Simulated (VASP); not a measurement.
# CrCoC4N4 (P-43m) in VASP: a series of runs, part 2 of 2

VASP 6.6.1.

## Step 3: Single point, PBE, collinear spin, ferromagnetic start

This run uses another cell than the first one, of 20.61 Å³/atom, 1.086 times its volume.

Input file INCAR:

```
PREC     = Accurate       # precision mode
ENCUT    = 520            # plane-wave cutoff, eV
EDIFF    = 1E-7           # SCF threshold, eV
ISMEAR   = 0              # smearing method
SIGMA    = 0.1            # smearing width, eV
LREAL    = F              # projectors in reciprocal space
LASPH    = T              # aspherical terms in the spheres
NELM     = 150            # most SCF steps
ALGO     = Normal         # electronic algorithm
ISIF     = 2              # what is computed and relaxed
LWAVE    = F              # write WAVECAR
LCHARG   = F              # write CHGCAR
ISPIN    = 2              # spin polarisation
MAGMOM   = 3 3 0 0 0 0 0 0 0 0 # initial moments
LORBIT   = 11             # projections on sites
LMAXMIX  = 4              # l up to which the mixer works
GGA      = PE             # functional
NBANDS   = 44             # bands
```

Input file KPOINTS:

```
Automatic mesh
0
Gamma
  4 4 4
```

Input file POSCAR:

```
CrCoC4N4
1.0
    5.9068706000      0.0000000000      0.0000000000
    0.0000000000      5.9068706000      0.0000000000
    0.0000000000      0.0000000000      5.9068706000
Cr Co C N
1 1 4 4
Direct
    0.0000000000      0.0000000000      0.0000000000
    0.5000000000      0.5000000000      0.5000000000
    0.1894243000      0.1894243000      0.1894243000
    0.1894243000      0.8105757000      0.8105757000
    0.8105757000      0.1894243000      0.8105757000
    0.8105757000      0.8105757000      0.1894243000
    0.3037826200      0.3037826200      0.3037826200
    0.3037826200      0.6962173800      0.6962173800
    0.6962173800      0.3037826200      0.6962173800
    0.6962173800      0.6962173800      0.3037826200
```

Potentials or basis: VASP PAW PBE potentials, release 64 (Cr_pv, Co, C, N).

Started as:

```bash
$ cat potpaw_PBE.64/Cr_pv/POTCAR potpaw_PBE.64/Co/POTCAR potpaw_PBE.64/C/POTCAR potpaw_PBE.64/N/POTCAR > POTCAR
$ mpirun -np 1 vasp_std > vasp.out
```

OUTCAR:

```text
PREC = Accurate
   ENCUT = 520
   EDIFF = 1E-7
   ISMEAR = 0
   LREAL = F
   LASPH = T
   NELM = 150
   ISIF = 2
   ISPIN = 2
   LORBIT = 11
   GGA = PE

 ion  position               nearest neighbor table
   1  0.000  0.000  0.000-   3 1.94   4 1.94   5 1.94   6 1.94
   2  0.500  0.500  0.500-   7 2.01   8 2.01   9 2.01  10 2.01
   3  0.189  0.189  0.189-   7 1.17   1 1.94
   4  0.189  0.811  0.811-   8 1.17   1 1.94
   5  0.811  0.189  0.811-   9 1.17   1 1.94
   6  0.811  0.811  0.189-  10 1.17   1 1.94
   7  0.304  0.304  0.304-   3 1.17   2 2.01
   8  0.304  0.696  0.696-   4 1.17   2 2.01
   9  0.696  0.304  0.696-   5 1.17   2 2.01
  10  0.696  0.696  0.304-   6 1.17   2 2.01

  LATTYP: Found a simple cubic cell.
 ALAT       =     5.9068706000

  Lattice vectors:

 A1 = (   5.9068706000,   0.0000000000,   0.0000000000)
 A2 = (   0.0000000000,   5.9068706000,   0.0000000000)
 A3 = (   0.0000000000,   0.0000000000,   5.9068706000)

Analysis of symmetry for initial positions (statically):
=====================================================================
 Subroutine PRICEL returns:
 Original cell was already a primitive cell.

 Routine SETGRP: Setting up the symmetry group for a
 simple cubic supercell.

 Subroutine GETGRP returns: Found 24 space group operations
 (whereof 24 operations were pure point group operations)
 out of a pool of 48 trial point group operations.

The static configuration has the point symmetry T_d .

Analysis of symmetry for dynamics (positions and initial velocities):
=====================================================================
 Subroutine PRICEL returns:
 Original cell was already a primitive cell.

 Routine SETGRP: Setting up the symmetry group for a
 simple cubic supercell.

 Subroutine GETGRP returns: Found 24 space group operations
 (whereof 24 operations were pure point group operations)
 out of a pool of 48 trial point group operations.

The dynamic configuration has the point symmetry T_d .

Analysis of structural, dynamic, and magnetic symmetry:
=====================================================================
 Subroutine PRICEL returns:
 Original cell was already a primitive cell.

 Routine SETGRP: Setting up the symmetry group for a
 simple cubic supercell.

 Subroutine GETGRP returns: Found 24 space group operations
 (whereof 24 operations were pure point group operations)
 out of a pool of 48 trial point group operations.

The overall configuration has the point symmetry T_d .

 Subroutine INISYM returns: Found 24 space group operations
 (whereof 24 operations are pure point group operations),
 and found     1 'primitive' translations

----------------------------------------------------------------------------------------

                                     Primitive cell

  volume of cell :     206.0973

  direct lattice vectors                    reciprocal lattice vectors
     5.906870600  0.000000000  0.000000000     0.169294381  0.000000000  0.000000000
     0.000000000  5.906870600  0.000000000     0.000000000  0.169294381  0.000000000
     0.000000000  0.000000000  5.906870600     0.000000000  0.000000000  0.169294381

[... 100 lines left out ...]
   EFERMI_NEDOS =   21; number of points for ismear=-14 and -15
   IALGO  =     38    algorithm
   IMIX   =      4    mixing-type and parameters
     AMIX     =   0.40;   BMIX     =  1.00
     AMIX_MAG =   1.60;   BMIX_MAG =  1.00
  volume/ion in A,a.u.               =      20.61       139.08
  Fermi-wavevector in a.u.,A,eV,Ry     =   1.066618  2.015616 15.479000  1.137674
  Thomas-Fermi vector in A             =   2.202208
   LORBIT       =     11    0 simple, 1 ext, 2 COOP (PROOUT), +10 PAW based schemes
   GGA     = PE    functional components
   LHFCALC =     F    Hartree Fock is set to
   AEXX    =    0.0000 exact exchange contribution
   IVDW    =     0    specifies the selected vdW correction
   LEPSILON=     F    determine dielectric tensor
   LRPA    =     F    only Hartree local field effects (RPA)
 spin polarized calculation
 Gauss-broadening in eV      SIGMA  =   0.10
  energy-cutoff  :      520.00
  volume of cell :      206.10
 maximum number of plane-waves:      5580
 NGX is ok and might be reduce to    48
   NGX = 21   NGY = 21   NGZ = 21

 number of electron      57.0000021 magnetization       2.9999660

 Free energy of the ion-electron system (eV)
  ---------------------------------------------------
  ext. energy  EPLUGINS =         0.00000000
  ---------------------------------------------------
  free energy    TOTEN  =       -81.59215796 eV

  energy without entropy =      -81.57867356  energy(sigma->0) =      -81.58541576

 E-fermi :  -0.3241     XC(G=0):  -7.1252

 val. band max:       -0.3681010905   @ k =   0.2500   0.0000   0.0000
 cond. band min:      -0.3220867950   @ k =   0.2500   0.2500   0.2500
 fundamental gap:      0.0460142954
 Fermi energy:        -0.3240758654

 spin component 1

 k-point     1 :       0.0000    0.0000    0.0000
  band No.  band energies     occupation
      1     -43.5930      1.00000
      2     -43.5930      1.00000
      3     -43.5929      1.00000
      4     -18.5590      1.00000
      5     -18.4464      1.00000
      6     -18.4464      1.00000
[... 419 lines left out ...]
     39       4.5423      0.00000
     40       4.5423      0.00000
 Fermi energy:        -0.3240758654

 spin component 2

 k-point     1 :       0.0000    0.0000    0.0000
  band No.  band energies     occupation
      1     -43.2532      1.00000
      2     -43.2532      1.00000
      3     -43.2531      1.00000
      4     -18.4938      1.00000
      5     -18.3810      1.00000
      6     -18.3810      1.00000
[... 419 lines left out ...]
     39       4.5549      0.00000
     40       4.7114      0.00000
 [bands above 40 left out]

------------------------ aborting loop because EDIFF is reached ----------------------------------------

  FORCE on cell =-STRESS in cart. coord.  units (eV):
  Direction    XX          YY          ZZ          XY          YZ          ZX
  --------------------------------------------------------------------------------------
  -------------------------------------------------------------------------------------
  Total       -1.7760278     -1.7760278     -1.7760278     -0.0000000     -0.0000000      0.0000000
  in kB      -13.8066390    -13.8066390    -13.8066390     -0.0000000     -0.0000000      0.0000000
  external PRESSURE =     -13.8066390 kB  Pullay stress =       0.0000000 kB

 VOLUME and BASIS-vectors are now :
 -----------------------------------------------------------------------------
  energy-cutoff  :      520.00
  volume of cell :      206.10
      direct lattice vectors                 reciprocal lattice vectors
     5.906870600  0.000000000  0.000000000     0.169294381  0.000000000  0.000000000
     0.000000000  5.906870600  0.000000000     0.000000000  0.169294381  0.000000000
     0.000000000  0.000000000  5.906870600     0.000000000  0.000000000  0.169294381

 POSITION                                       TOTAL-FORCE (eV/Angst)
 -----------------------------------------------------------------------------------
      0.00000      0.00000      0.00000        -0.000000     -0.000000     -0.000000
      2.95344      2.95344      2.95344        -0.000000     -0.000000     -0.000000
      1.11890      1.11890      1.11890        -0.732110     -0.732110     -0.732110
      1.11890      4.78797      4.78797        -0.732110      0.732110      0.732110
      4.78797      1.11890      4.78797         0.732110     -0.732110      0.732110
      4.78797      4.78797      1.11890         0.732110      0.732110     -0.732110
      1.79440      1.79440      1.79440         1.153913      1.153913      1.153913
      1.79440      4.11247      4.11247         1.153913     -1.153913     -1.153913
      4.11247      1.79440      4.11247        -1.153913      1.153913     -1.153913
      4.11247      4.11247      1.79440        -1.153913     -1.153913      1.153913
 -----------------------------------------------------------------------------------
    total drift:                               -0.000000     -0.000000     -0.000000

  FREE ENERGIE OF THE ION-ELECTRON SYSTEM (eV)
  ---------------------------------------------------
  free  energy   TOTEN  =       -81.5921579550 eV

  energy  without entropy=      -81.5786735595  energy(sigma->0) =      -81.58541576

 total charge

# of ion       s       p       d       tot
------------------------------------------
    1        0.393   6.349   4.276  11.017
    2        0.327   0.428   7.073   7.827
    3        0.960   1.654   0.000   2.613
    4        0.960   1.654   0.000   2.613
    5        0.960   1.654   0.000   2.613
    6        0.960   1.654   0.000   2.613
    7        1.299   2.573   0.000   3.872
    8        1.299   2.573   0.000   3.872
    9        1.299   2.573   0.000   3.872
   10        1.299   2.573   0.000   3.872
--------------------------------------------------
tot          9.755  23.682  11.348  44.785

 magnetization (x)

# of ion       s       p       d       tot
------------------------------------------
    1        0.003  -0.004   0.351   0.350
    2        0.009   0.042   2.357   2.408
    3        0.000  -0.001   0.000  -0.001
    4        0.000  -0.001   0.000  -0.001
    5        0.000  -0.001   0.000  -0.001
    6        0.000  -0.001   0.000  -0.001
    7        0.009   0.033   0.000   0.042
    8        0.009   0.033   0.000   0.042
    9        0.009   0.033   0.000   0.042
   10        0.009   0.033   0.000   0.042
--------------------------------------------------
tot          0.052   0.165   2.708   2.925
```

Wall time 3.9 min (1 thread of Intel Xeon 6975P-C (Granite Rapids), shared host); peak memory 0.5 GiB.

What came out:

```yaml
Free_energy: -81.5922 eV
Pressure: -1.4 GPa
Largest_force: 1.999 eV/Å
Band_gap_on_the_k_mesh: zero (filled and empty bands overlap)
Net_moment: 3.00 μB per cell
Site_moments: Cr +0.35; Co +2.41; C -0.00; N +0.04 μB
Valence_electrons_inside_the_program's_atomic_spheres: Cr 11.02; Co 7.83; C 2.61; N 3.87
```

Forces on the atoms (eV/Å):
```
Cr   0.000  0.000  0.000
Co   0.000  0.000  0.000
C   -0.732 -0.732 -0.732
C   -0.732  0.732  0.732
C    0.732 -0.732  0.732
C    0.732  0.732 -0.732
N    1.154  1.154  1.154
N    1.154 -1.154 -1.154
N   -1.154  1.154 -1.154
N   -1.154 -1.154  1.154
```

Levels at points of the mesh, in eV from the Fermi level:
Spin up:
```
           k point  band 27  band 28  band 29  band 30  band 31  band 32  band 33  band 34
(0.00, 0.00, 0.00)    -2.22    -2.22    -0.50    -0.50     0.43     0.43     0.43     4.39
(0.50, 0.00, 0.00)    -2.22    -2.22    -0.58    -0.56     0.63     0.72     0.72     4.08
(0.50, 0.50, 0.00)    -2.20    -2.20    -0.58    -0.56     0.71     0.73     0.73     4.33
(0.50, 0.50, 0.50)    -2.21    -2.21    -0.50    -0.49     0.59     0.59     0.59     4.63
```
Spin down:
```
           k point  band 25  band 26  band 27  band 28  band 29  band 30
(0.00, 0.00, 0.00)    -1.32     0.04     0.04     0.04     0.05     0.05
(0.50, 0.00, 0.00)    -0.98    -0.54    -0.17     0.13     0.13     0.70
(0.50, 0.50, 0.00)    -0.97    -0.53    -0.20     0.26     0.27     0.71
(0.50, 0.50, 0.50)    -1.31     0.06     0.06     0.25     0.25     0.25
```

Caveat: only a ferromagnetic start was run, and an antiferromagnetic order may lie lower in energy; forces of over 1 eV/Å act on the atoms, so gaps and moduli don't describe the material at rest. With open d or f shells a metallic result of PBE can be an artefact of self-interaction; +U or a hybrid may open a gap.
